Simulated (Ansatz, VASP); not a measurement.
# Two plane-wave programs on AlN

Contents of POSCAR:

```
AlN
1.0
    2.1621792345      2.1621792345      0.0000000000
   -2.1621792345      2.1621792345      0.0000000000
    0.0000000000      2.1621792345      2.1621792345
Al N
1 1
Direct
    0.0000000000      0.0000000000      0.0000000000
    0.2500000000      0.7500000000      0.5000000000
```

File INCAR.step1:

```
SYSTEM = AlN
ALGO     = Normal         ! electronic algorithm
EDIFF    = 1E-4           ! SCF threshold, eV
ENCUT    = 520            ! plane-wave cutoff, eV
GGA      = PE             ! functional
ISMEAR   = 0              ! smearing method
LASPH    = .True.         ! aspherical terms in the spheres
LCHARG   = .False.        ! write CHGCAR
LREAL    = .False.        ! projectors in reciprocal space
LWAVE    = .True.         ! write WAVECAR
NBANDS   = 11             ! bands
NELM     = 80             ! most SCF steps
PREC     = Accurate       ! precision mode
SIGMA    = 0.01           ! smearing width, eV
```

Contents of INCAR.step2:

```
SYSTEM = AlN
ALGO     = Normal         ! electronic algorithm
EDIFF    = 1E-7           ! SCF threshold, eV
ENCUT    = 520            ! plane-wave cutoff, eV
ISIF     = 2              ! what is computed and relaxed
ISMEAR   = 0              ! smearing method
ISTART   = 1            
LASPH    = .True.         ! aspherical terms in the spheres
LCHARG   = .False.        ! write CHGCAR
LMIXTAU  = .True.       
LREAL    = .False.        ! projectors in reciprocal space
LWAVE    = .False.        ! write WAVECAR
METAGGA  = R2SCAN         ! meta-GGA
NBANDS   = 11             ! bands
NELM     = 80             ! most SCF steps
PREC     = Accurate       ! precision mode
SIGMA    = 0.01           ! smearing width, eV
```

File KPOINTS:

```
k-points
0
Gamma
  10 10 10
  0 0 0
```

Input for Ansatz:

```yaml
crystal:
  lattice:
    - [2.16217923448, 2.16217923448, 0.0]
    - [-2.16217923448, 2.16217923448, 0.0]
    - [0.0, 2.16217923448, 2.16217923448]
  atoms:
    - { symbol: Al, position: [0.0, 0.0, 0.0] }
    - { symbol: "N", position: [0.25, 0.75, 0.5] }
kpoints:
  mp_grid: { grid: [10, 10, 10] }
scf:
  occupations: { method: fixed }
  convergence: { dr2_threshold: 1.0e-10 }
hamiltonian:
  xc: r2scan
  pseudopotentials: { kind: paw }
output:
  forces: true
  stress: true
  eigenstates:
    kpoints:
      - [0.0, 0.0, 0.0]
      - [-0.5, 0.5, 0.0]
      - [-0.5, -0.5, -0.5]
      - [0.0, 0.0, -0.5]
      - [0.0, -0.5, -0.5]
      - [0.0, 0.5, 0.0]
      - [-0.5, 0.0, 0.0]
      - [-0.5, 0.0, -0.5]
  eigenvalues: true
```

Alike in both runs: task single point; functional r2SCAN; k mesh 10 × 10 × 10; no spin polarisation.

|  | VASP | Ansatz |
| --- | --- | --- |
| version | VASP 6.6.1 | Ansatz 0.2.0 |
| potentials or method | VASP PAW PBE potentials, release 64 (Al, N) | PAW with Ansatz's default frozen-core files, scalar-relativistic |
| plane-wave cutoff (eV) | 520 | 500 |
| occupations | gaussian, width 0.01 eV | fixed |
| valence electrons in the cell | 8 | 8 |

VASP gave:

- gap on the k mesh at the Fermi level (eV): 3.96
- pressure (GPa): 6.6

Task: Estimate Ansatz's values.

Result: gap on the k mesh at the Fermi level (eV): 3.97; pressure (GPa): 7.0.

VASP's potentials were made for PBE, not for r2SCAN.
